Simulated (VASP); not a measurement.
# CoO (Fm-3m) in VASP: notebook, part 2 of 3

VASP 6.6.1.

## (3) Single point, LDA, collinear spin, ferromagnetic start

Input file INCAR:

```
ALGO = Normal
EDIFF = 1E-7
ENCUT = 520
GGA = CA
ISIF = 2
ISMEAR = -1
ISPIN = 2
LASPH = T
LCHARG = F
LMAXMIX = 4
LORBIT = 11
LREAL = F
LWAVE = F
MAGMOM = 2 0
NBANDS = 18
NELM = 150
PREC = Accurate
SIGMA = 0.05
```

Input file KPOINTS:

```
k-points
0
Gamma
  11 11 11
```

Input file POSCAR:

```
CoO
1.0
    0.0000000000      2.1733047310      2.1733047310
    2.1733047310      0.0000000000      2.1733047310
    2.1733047310      2.1733047310      0.0000000000
Co O
1 1
Direct
    0.0000000000      0.0000000000      0.0000000000
    0.5000000000      0.5000000000      0.5000000000
```

Potentials or basis: VASP PAW LDA potentials, release 64 (Co, O).

The run is started by

```console
$ cat potpaw_LDA.64/Co/POTCAR potpaw_LDA.64/O/POTCAR > POTCAR
$ mpirun -np 1 vasp_std > vasp.out
```

OUTCAR:

```text
EDIFF = 1E-7
   ENCUT = 520
   GGA = CA
   ISIF = 2
   ISMEAR = -1
   ISPIN = 2
   LASPH = T
   LORBIT = 11
   LREAL = F
   NELM = 150
   PREC = Accurate

 ion  position               nearest neighbor table
   1  0.000  0.000  0.000-   2 2.17   2 2.17   2 2.17   2 2.17   2 2.17   2 2.17
   2  0.500  0.500  0.500-   1 2.17   1 2.17   1 2.17   1 2.17   1 2.17   1 2.17

  LATTYP: Found a face centered cubic cell.
 ALAT       =     4.3466094620

  Lattice vectors:

 A1 = (   0.0000000000,   2.1733047310,   2.1733047310)
 A2 = (   2.1733047310,   0.0000000000,   2.1733047310)
 A3 = (   2.1733047310,   2.1733047310,   0.0000000000)

Analysis of symmetry for initial positions (statically):
[... 25 lines left out ...]
The dynamic configuration has the point symmetry O_h .

Analysis of structural, dynamic, and magnetic symmetry:
=====================================================================
 Subroutine PRICEL returns:
[... 7 lines left out ...]
 out of a pool of 48 trial point group operations.

The overall configuration has the point symmetry O_h .

 Subroutine INISYM returns: Found 48 space group operations
[... 5 lines left out ...]
                                     Primitive cell

  volume of cell :      20.5301

  direct lattice vectors                    reciprocal lattice vectors
     0.000000000  2.173304731  2.173304731    -0.230064377  0.230064377  0.230064377
     2.173304731  0.000000000  2.173304731     0.230064377 -0.230064377  0.230064377
     2.173304731  2.173304731  0.000000000     0.230064377  0.230064377 -0.230064377

  length of vectors
     3.073517026  3.073517026  3.073517026     0.398483191  0.398483191  0.398483191

  position of ions in fractional coordinates (direct lattice)
     0.000000000  0.000000000  0.000000000
     0.500000000  0.500000000  0.500000000

  ion indices of the primitive-cell ions
   primitive index   ion index
                 1           1
                 2           2

----------------------------------------------------------------------------------------

 KPOINTS: k-points

Automatic generation of k-mesh.
 Grid dimensions read from file:
 generate k-points for:   11   11   11

 Generating k-lattice:

  Cartesian coordinates                     Fractional coordinates (reciprocal lattice)
    -0.020914943  0.020914943  0.020914943     0.090909091  0.000000000  0.000000000
     0.020914943 -0.020914943  0.020914943     0.000000000  0.090909091  0.000000000
     0.020914943  0.020914943 -0.020914943     0.000000000  0.000000000  0.090909091

  Length of vectors
     0.036225745  0.036225745  0.036225745

  Shift w.r.t. Gamma in fractional coordinates (k-lattice)
     0.000000000  0.000000000  0.000000000

 Subroutine IBZKPT returns following result:
 ===========================================

 Found     56 irreducible k-points:

 Following reciprocal coordinates:
            Coordinates               Weight
  0.000000  0.000000  0.000000      1.000000
  0.090909  0.000000  0.000000      8.000000
  0.181818  0.000000  0.000000      8.000000
  0.272727  0.000000  0.000000      8.000000
  0.363636  0.000000  0.000000      8.000000
  0.454545  0.000000  0.000000      8.000000
[... 16 lines left out ...]
 -0.272727  0.181818  0.000000     24.000000
 -0.181818  0.181818  0.000000     12.000000
 [... further k-points ...]
   k-points           NKPTS =     56   k-points in BZ     NKDIM =     56   number of bands    NBANDS=     18
   number of dos      NEDOS =    301   number of ions     NIONS =      2
   total plane-waves  NPLWV =  13824
   dimension x,y,z NGX =    24 NGY =   24 NGZ =   24
   dimension x,y,z NGXF=    48 NGYF=   48 NGZF=   48
   ions per type =               1   1
   NGX,Y,Z   is equivalent  to a cutoff of  12.98, 12.98, 12.98 a.u.
   NGXF,Y,Z  is equivalent  to a cutoff of  25.96, 25.96, 25.96 a.u.
 SYSTEM =  unknown system
   PREC   = accura    normal or accurate (medium, high low for compatibility)
   ISTART =      0    job   : 0-new  1-cont  2-samecut
   ICHARG =      2    charge: 1-file 2-atom 10-const
   ISPIN  =      2    spin polarized calculation?
   LNONCOLLINEAR =      F non collinear calculations
   LSORBIT =      F    spin-orbit coupling
   LASPH  =      T    aspherical Exc in radial PAW
   ENCUT  =  520.0 eV  38.22 Ry    6.18 a.u.   5.71  5.71  5.71*2*pi/ulx,y,z
   NELM   =    150;   NELMIN=  2; NELMDL= -5     # of ELM steps
   EDIFF  = 0.1E-06   stopping-criterion for ELM
   LREAL  =      F    real-space projection
   EDIFFG = 0.1E-05   stopping-criterion for IOM
   NSW    =      0    number of steps for IOM
   IBRION =     -1    ionic relax: 0-MD 1-quasi-New 2-CG
   NFREE  =      0    steps in history (QN), initial steepest desc. (CG)
   ISIF   =      2    stress and relaxation
   ISYM   =      2    0-nonsym 1-usesym 2-fastsym
   POTIM  = 0.5000    time-step for ionic-motion
   TEBEG  =    0.0;   TEEND  =   0.0 temperature during run
   PSTRESS=    0.0 pullay stress
   NELECT =      15.0000    total number of electrons
   NUPDOWN=      -1.0000    fix difference up-down
   EMIN   =  10.00;   EMAX   =-10.00  energy-range for DOS
   EFERMI =   0.00;   METHOD = LEGACY
   ISMEAR =    -1;   SIGMA  =   0.05  broadening in eV -4-tet -1-fermi 0-gaus
   EFERMI_NEDOS =   21; number of points for ismear=-14 and -15
   IALGO  =     38    algorithm
   IMIX   =      4    mixing-type and parameters
     AMIX     =   0.40;   BMIX     =  1.00
     AMIX_MAG =   1.60;   BMIX_MAG =  1.00
  volume/ion in A,a.u.               =      10.27        69.27
  Fermi-wavevector in a.u.,A,eV,Ry     =   1.474488  2.786379 29.580635  2.174115
  Thomas-Fermi vector in A             =   2.589253
   LORBIT       =     11    0 simple, 1 ext, 2 COOP (PROOUT), +10 PAW based schemes
   GGA     = CA    functional components
   LHFCALC =     F    Hartree Fock is set to
   AEXX    =    0.0000 exact exchange contribution
   IVDW    =     0    specifies the selected vdW correction
   LEPSILON=     F    determine dielectric tensor
   LRPA    =     F    only Hartree local field effects (RPA)
 spin polarized calculation
  energy-cutoff  :      520.00
  volume of cell :       20.53
 maximum number of plane-waves:       564
   NGX = 11   NGY = 11   NGZ = 11

 number of electron      14.9999996 magnetization       2.9203773

 Free energy of the ion-electron system (eV)
  ---------------------------------------------------
  ext. energy  EPLUGINS =         0.00000000
  ---------------------------------------------------
  free energy    TOTEN  =       -14.48455090 eV

  energy without entropy =      -14.44870419  energy(sigma->0) =      -14.46662754

 E-fermi :   6.7961     XC(G=0): -12.5478

 val. band max:        6.7957003118   @ k =   0.3636   0.3636   0.0000
 cond. band min:       6.7973477425   @ k =   0.4545   0.2727   0.0909
 fundamental gap:      0.0016474307
 Fermi energy:         6.7960612602

 spin component 1

 k-point     1 :       0.0000    0.0000    0.0000
  band No.  band energies     occupation
      1     -12.7166      1.00000
      2       3.7726      1.00000
      3       3.7726      1.00000
      4       3.7726      1.00000
      5       3.8260      1.00000
      6       3.8260      1.00000
[... 10 lines left out ...]
     17      26.9754      0.00000
     18      30.7943      0.00000
[... 466 lines left out ...]
      2       0.4833      1.00000
      3       1.5678      1.00000
      4       2.0740      1.00000
      5       4.1583      1.00000
      6       4.2663      1.00000
[... 10 lines left out ...]
     17      33.3949      0.00000
     18      35.2268      0.00000

 [... further k-points ...]

 spin component 2

 k-point     1 :       0.0000    0.0000    0.0000
  band No.  band energies     occupation
      1     -12.1771      1.00000
      2       4.3755      1.00000
      3       4.3755      1.00000
      4       4.3755      1.00000
      5       5.8294      1.00000
      6       5.8294      1.00000
[... 10 lines left out ...]
     17      27.7840      0.00000
     18      31.5616      0.00000
[... 466 lines left out ...]
      2       1.2022      1.00000
      3       2.8097      1.00000
      4       2.9096      1.00000
      5       6.1988      0.99999
      6       6.5888      0.98440
[... 10 lines left out ...]
     17      33.9757      0.00000
     18      35.7774      0.00000

 [... further k-points ...]
[... 5 lines left out ...]
  --------------------------------------------------------------------------------------
  -------------------------------------------------------------------------------------
  Total       -3.4004530     -3.4004530     -3.4004530      0.0000000      0.0000000     -0.0000000
  in kB     -265.3722407   -265.3722407   -265.3722407      0.0000000      0.0000000     -0.0000000
  external PRESSURE =    -265.3722407 kB  Pullay stress =       0.0000000 kB

 VOLUME and BASIS-vectors are now :
 -----------------------------------------------------------------------------
  energy-cutoff  :      520.00
  volume of cell :       20.53
      direct lattice vectors                 reciprocal lattice vectors
     0.000000000  2.173304731  2.173304731    -0.230064377  0.230064377  0.230064377
     2.173304731  0.000000000  2.173304731     0.230064377 -0.230064377  0.230064377
     2.173304731  2.173304731  0.000000000     0.230064377  0.230064377 -0.230064377

 POSITION                                       TOTAL-FORCE (eV/Angst)
 -----------------------------------------------------------------------------------
      0.00000      0.00000      0.00000        -0.000000     -0.000000     -0.000000
      2.17330      2.17330      2.17330         0.000000      0.000000      0.000000
 -----------------------------------------------------------------------------------
    total drift:                                0.000000     -0.000000     -0.000000

  FREE ENERGIE OF THE ION-ELECTRON SYSTEM (eV)
  ---------------------------------------------------
  free  energy   TOTEN  =       -14.4845508979 eV

  energy  without entropy=      -14.4487041883  energy(sigma->0) =      -14.46662754

 total charge

# of ion       s       p       d       tot
------------------------------------------
    1        0.282   0.321   7.135   7.739
    2        1.545   3.356   0.000   4.901
--------------------------------------------------
tot          1.827   3.677   7.135  12.640

 magnetization (x)

# of ion       s       p       d       tot
------------------------------------------
    1        0.018   0.016   2.489   2.523
    2        0.027   0.302   0.000   0.328
--------------------------------------------------
tot          0.045   0.318   2.489   2.852
```

It took 28 s on 1 thread of Intel Xeon Platinum 8259CL at 2.50GHz (Skylake/Cascade Lake), shared host; peak memory 0.16 GiB.

What came out:

```yaml
Free_energy: -14.4846 eV
Pressure: -26.5 GPa
Net_moment: 2.92 μB per cell
Site_moments: Co +2.52; O +0.33 μB
Valence_electrons_inside_the_program's_atomic_spheres: Co 7.74; O 4.90
```

Levels at points of the mesh, in eV from the Fermi level:
Spin up:
| k point | band 7 | band 8 | band 9 | band 10 | band 11 | band 12 |
| --- | --- | --- | --- | --- | --- | --- |
| (0.00, 0.00, 0.00) | -2.94 | -2.94 | -2.94 | 0.65 | 16.44 | 17.48 |
Spin down:
```
           k point  band 3  band 4  band 5  band 6  band 7  band 8  band 9  band 10
(0.00, 0.00, 0.00)   -2.42   -2.42   -0.97   -0.97   -0.97   -0.34   -0.34     1.19
```

Caveat: a cell with one magnetic atom can't hold antiferromagnetic order, which such compounds often take; semilocal functionals often make such compounds metallic where correlation or magnetic order opens a gap, which also shifts bond lengths.

[end of part 2 of 3]
